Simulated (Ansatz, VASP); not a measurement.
# One calculation of Pd, two programs

INCAR

```
ALGO = Normal
EDIFF = 1E-6
ENCUT = 520
ISIF = 2
ISMEAR = -1
ISPIN = 2
LASPH = T
LCHARG = F
LMAXMIX = 4
LORBIT = 11
LREAL = F
LWAVE = F
MAGMOM = 0.5
NBANDS = 15
NELM = 150
PREC = Accurate
SIGMA = 0.05
```

The input KPOINTS:

```
k-points
0
Gamma
  23 23 23
```

The input POSCAR:

```
Pd
1.0
    0.0000000000      1.9202770988      1.9202770988
    1.9202770988      0.0000000000      1.9202770988
    1.9202770988      1.9202770988      0.0000000000
Pd
1
Direct
    0.0000000000      0.0000000000      0.0000000000
```

Input for Ansatz:

```yaml
crystal:
  lattice:
    - [0.0, 1.9202770907, 1.9202770907]
    - [1.9202770907, 0.0, 1.9202770907]
    - [1.9202770907, 1.9202770907, 0.0]
  atoms:
    - { symbol: Pd, position: [0.0, 0.0, 0.0], spin: 0.5 }
hamiltonian:
  xc: lda
  pseudopotentials:
    kind: paw
    azcp:
      Pd: "pseudopotentials/Pd.paw.azcp"
basis:
  ecutwfc: 420
  fft_grid_basis: typed
kpoints:
  mp_grid: { grid: [23, 23, 23], shift: [0, 0, 0] }
magnetization:
  spin_polarized: true
scf:
  occupations: { method: fermi_dirac, width: 0.05 }
```

Alike in both runs: task single point; functional LDA; k mesh 23 × 23 × 23; occupations fermi-dirac, width 0.05 eV; collinear spin.

```csv
,VASP,Ansatz
version,VASP 6.6.1,Ansatz 0.2.0
potentials or method,"VASP PAW LDA potentials, release 64 (Pd), cutoff 520 eV","plane waves (420 eV) with PAW, scalar-relativistic"
valence electrons in the cell,10,18
```

```tsv
	VASP	Ansatz	Ansatz less VASP
net moment per atom (μB)	0.00	0.00	-0.002
```

Ansatz warns that its potentials were made for another functional, while VASP's fit it. LDA's correlation is that of Perdew and Zunger in VASP and of Perdew and Wang (1992) in Ansatz. VASP's potentials hold 10 valence electrons a cell and Ansatz's 18, so a difference there can come from the potentials and not from the codes. Ansatz's warnings: seeded moment not kept.
